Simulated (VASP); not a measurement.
# H4C6NClO2 (P1) in VASP: single point with PBE

Aim: the single point of H4C6NClO2 with PBE.

All numbers are computed with VASP 6.6.1; they aren't measurements. Logs are shortened: lines on timing, memory, paths and dates and some standing lists are left out, and cuts for length are marked.

### Step 1. The cell of the first run

The typed cell holds 14 atoms: a = 4.361 Å, b = 7.369 Å, c = 7.450 Å, α = 59.55°, β = 75.59°, γ = 90.05°.

### Step 2. Single point, PBE

The input, INCAR:

```
SYSTEM = H4C6NClO2
  ALGO = Normal
  EDIFF = 1E-6
  ENCUT = 520
  GGA = PE
  ISIF = 2
  ISMEAR = 0
  LASPH = .TRUE.
  LCHARG = .FALSE.
  LREAL = .FALSE.
  LWAVE = .FALSE.
  NBANDS = 39
  NELM = 60
  PREC = Accurate
  SIGMA = 0.02
```

The input, KPOINTS:

```
k-points
0
G
  6 4 4
  0 0 0
```

The input, POSCAR:

```
H4C6NClO2
1.0
    4.3583444190     -0.0235248898      0.1461064955
    0.0287417801      7.3671024604      0.1427677692
    1.6641421447      3.6477306159      6.2785259521
H C N Cl O
4 6 1 1 2
Direct
    0.8226799131      0.5984836748      0.0563979037
    0.5123003444      0.3947390527      0.8215749717
    0.8053211880      0.7555569610      0.5201546413
    0.0183516001      0.9118324511      0.0802427436
    0.7515023181      0.5475867857      0.2281271121
    0.5856745841      0.3435113004      0.3868032629
    0.4990039442      0.2819358196      0.6066416145
    0.5791830413      0.4343460267      0.6535852202
    0.7441230932      0.6342937728      0.4867438465
    0.3365934221      0.0612296985      0.7908361435
    0.8306125057      0.6888678270      0.2774404623
    0.4836539073      0.1814458742      0.2987201111
    0.4024608197      0.9004893735      0.7893364856
    0.1270493186      0.0665513822      0.9503254812
```

Potentials or basis: VASP PAW PBE potentials, release 64 (H, C, N, Cl, O).

Launch:

```console
$ cat potpaw_PBE.64/H/POTCAR potpaw_PBE.64/C/POTCAR potpaw_PBE.64/N/POTCAR potpaw_PBE.64/Cl/POTCAR potpaw_PBE.64/O/POTCAR > POTCAR
$ mpirun -np 1 vasp_std > vasp.out
```

OUTCAR:

```text
SYSTEM = H4C6NClO2
   EDIFF = 1E-6
   ENCUT = 520
   GGA = PE
   ISIF = 2
   ISMEAR = 0
   LASPH = .TRUE.
   LREAL = .FALSE.
   NELM = 60
   PREC = Accurate

 ion  position               nearest neighbor table
   1  0.823  0.598  0.056-   5 1.09
   2  0.512  0.395  0.822-   8 1.09
   3  0.805  0.756  0.520-   9 1.09
   4  0.018  0.912  0.080-  14 1.06
   5  0.752  0.548  0.228-   1 1.09  11 1.34   6 1.40
   6  0.586  0.344  0.387-   5 1.40   7 1.40  12 1.73
   7  0.499  0.282  0.607-   8 1.40   6 1.40  10 1.51
   8  0.579  0.434  0.654-   2 1.09   9 1.39   7 1.40
   9  0.744  0.634  0.487-   3 1.09  11 1.34   8 1.39
  10  0.337  0.061  0.791-  13 1.22  14 1.32   7 1.51
  11  0.831  0.689  0.277-   5 1.34   9 1.34
  12  0.484  0.181  0.299-   6 1.73
  13  0.402  0.900  0.789-  10 1.22
  14  0.127  0.067  0.950-   4 1.06  10 1.32

  LATTYP: Found a triclinic cell.
 ALAT       =     7.3590617438
 B/A-ratio  =     1.0012882073
 C/A-ratio  =     0.5925831756
 COS(alpha) =     0.0008459923
 COS(beta)  =     0.2527626215
 COS(gamma) =     0.4882937816

  Lattice vectors:

 A1 = (   1.6354003646,  -3.7193718445,   6.1357581829)
 A2 = (  -0.0287417801,  -7.3671024604,  -0.1427677692)
 A3 = (   4.3583444190,  -0.0235248898,   0.1461064955)

Analysis of symmetry for initial positions (statically):
=====================================================================
 Subroutine PRICEL returns:
 Original cell was already a primitive cell.

 Routine SETGRP: Setting up the symmetry group for a
 triclinic supercell.

 Subroutine GETGRP returns: Found  1 space group operations
 (whereof  1 operations were pure point group operations)
 out of a pool of  2 trial point group operations.

The static configuration has the point symmetry C_1 .

Analysis of symmetry for dynamics (positions and initial velocities):
=====================================================================
 Subroutine PRICEL returns:
 Original cell was already a primitive cell.

 Routine SETGRP: Setting up the symmetry group for a
 triclinic supercell.

 Subroutine GETGRP returns: Found  1 space group operations
 (whereof  1 operations were pure point group operations)
 out of a pool of  2 trial point group operations.

The dynamic configuration has the point symmetry C_1 .

[... 133 lines left out ...]
   NELECT =      52.0000    total number of electrons
   NUPDOWN=      -1.0000    fix difference up-down
   EMIN   =  10.00;   EMAX   =-10.00  energy-range for DOS
   EFERMI =   0.00;   METHOD = LEGACY
   ISMEAR =     0;   SIGMA  =   0.02  broadening in eV -4-tet -1-fermi 0-gaus
   EFERMI_NEDOS =   21; number of points for ismear=-14 and -15
   IALGO  =     38    algorithm
   IMIX   =      4    mixing-type and parameters
     AMIX     =   0.40;   BMIX     =  1.00
     AMIX_MAG =   1.60;   BMIX_MAG =  1.00
  volume/ion in A,a.u.               =      14.11        95.22
  Fermi-wavevector in a.u.,A,eV,Ry     =   1.049187  1.982677 14.977212  1.100794
  Thomas-Fermi vector in A             =   2.184140
   LORBIT       =      0    0 simple, 1 ext, 2 COOP (PROOUT), +10 PAW based schemes
   GGA     = PE    functional components
   LHFCALC =     F    Hartree Fock is set to
   AEXX    =    0.0000 exact exchange contribution
   IVDW    =     0    specifies the selected vdW correction
   LEPSILON=     F    determine dielectric tensor
   LRPA    =     F    only Hartree local field effects (RPA)
 non-spin polarized calculation
 Gauss-broadening in eV      SIGMA  =   0.02
  energy-cutoff  :      520.00
  volume of cell :      197.55
 maximum number of plane-waves:      5348
   NGX = 17   NGY = 27   NGZ = 27

 number of electron      51.9999997 magnetization

 Free energy of the ion-electron system (eV)
  ---------------------------------------------------
  ext. energy  EPLUGINS =         0.00000000
  ---------------------------------------------------
  free energy    TOTEN  =       -93.07046793 eV

  energy without entropy =      -93.07046793  energy(sigma->0) =      -93.07046793

 E-fermi :  -1.5660     XC(G=0):  -7.1966

 val. band max:       -1.7067563138   @ k =   0.5000   0.5000   0.5000
 cond. band min:       1.5419739336   @ k =   0.5000   0.0000   0.0000
 fundamental gap:      3.2487302474
 Fermi energy:        -1.5659569567

 k-point     1 :       0.0000    0.0000    0.0000
  band No.  band energies     occupation
      1     -22.8479      2.00000
      2     -20.6248      2.00000
      3     -19.8938      2.00000
      4     -17.7933      2.00000
      5     -16.0098      2.00000
      6     -14.5522      2.00000
[... 973 lines left out ...]
     37       8.0603      0.00000
     38       8.5436      0.00000

 [... further k-points ...]

 [bands above 38 left out]

------------------------ aborting loop because EDIFF is reached ----------------------------------------

  FORCE on cell =-STRESS in cart. coord.  units (eV):
  Direction    XX          YY          ZZ          XY          YZ          ZX
  --------------------------------------------------------------------------------------
  -------------------------------------------------------------------------------------
  Total       -0.0395625      0.4556662      0.2565247     -0.1545654      0.0828053     -0.1502587
  in kB       -0.3208671      3.6956317      2.0805158     -1.2535863      0.6715835     -1.2186571
  external PRESSURE =       1.8184268 kB  Pullay stress =       0.0000000 kB

 VOLUME and BASIS-vectors are now :
 -----------------------------------------------------------------------------
  energy-cutoff  :      520.00
  volume of cell :      197.55
      direct lattice vectors                 reciprocal lattice vectors
     4.358344419 -0.023524890  0.146106495     0.231509186  0.000289197 -0.061530224
     0.028741780  7.367102460  0.142767769     0.003445567  0.137288559 -0.080675878
     1.664142145  3.647730616  6.278525952    -0.005465759 -0.003128542  0.162539406

 POSITION                                       TOTAL-FORCE (eV/Angst)
 -----------------------------------------------------------------------------------
      3.69658      4.59546      0.55974        -0.005479     -0.003377     -0.009987
      3.61134      5.89292      5.28949        -0.000847      0.004833      0.011487
      4.39719      7.44470      3.49134         0.005942      0.007787      0.006494
      0.23973      7.00984      0.63667        -0.039081     -0.022629      0.083411
      3.67068      4.84860      1.62028         0.008761     -0.033045     -0.055300
      3.20614      3.92786      2.56317        -0.072592     -0.154244     -0.059069
      3.19247      4.27818      3.92197        -0.006728     -0.020962      0.019866
      3.62442      5.57035      4.25018         0.007416      0.011105      0.039175
      4.07139      6.43091      3.25531         0.007161      0.061793      0.024197
      2.78481      3.32792      5.02321        -0.003682      0.350787     -0.157915
      4.10160      6.06745      1.96162         0.022129      0.038538     -0.045763
      2.61026      2.41500      1.97209         0.045975      0.108958      0.044356
      3.09351      9.50382      5.14323         0.109116     -0.445987     -0.010231
      2.13711      3.95383      5.99471        -0.078090      0.096445      0.109280
 -----------------------------------------------------------------------------------
    total drift:                               -0.000388      0.000813      0.000393

  FREE ENERGIE OF THE ION-ELECTRON SYSTEM (eV)
  ---------------------------------------------------
  free  energy   TOTEN  =       -93.0704679317 eV

  energy  without entropy=      -93.0704679317  energy(sigma->0) =      -93.07046793
```

stdout:

```text
POSCAR found type information on POSCAR H C N ClO
 POSCAR found :  5 types and      14 ions
 scaLAPACK will be used
 LDA part: xc-table for (Slater+PW92), standard interpolation
 POSCAR, INCAR and KPOINTS ok, starting setup
 FFT: planning ... GRIDC
 FFT: planning ... GRID_SOFT
 FFT: planning ... GRID
 WAVECAR not read
 entering main loop
```

Wall time 5.2 min (1 thread of Intel Xeon Platinum 8375C at 2.90GHz (Ice Lake), shared host); peak memory 0.54 GiB.

Results:

| Quantity | Value |
| --- | --- |
| Free energy | -93.0705 eV |
| Pressure | 0.2 GPa |
| Largest force | 0.459 eV/Å |
| Band gap on the k mesh | 3.25 eV (least direct gap 3.34 eV) |

Forces on the atoms (eV/Å):
```
H   -0.005 -0.003 -0.010
H   -0.001  0.005  0.011
H    0.006  0.008  0.006
H   -0.039 -0.023  0.083
C    0.009 -0.033 -0.055
C   -0.073 -0.154 -0.059
C   -0.007 -0.021  0.020
C    0.007  0.011  0.039
C    0.007  0.062  0.024
C   -0.004  0.351 -0.158
N    0.022  0.039 -0.046
Cl   0.046  0.109  0.044
O    0.109 -0.446 -0.010
O   -0.078  0.096  0.109
```

Caveat: this functional lacks dispersion, which holds the molecules together, so the pressure and a relaxed volume are unreliable. A k mesh can miss the band edges.
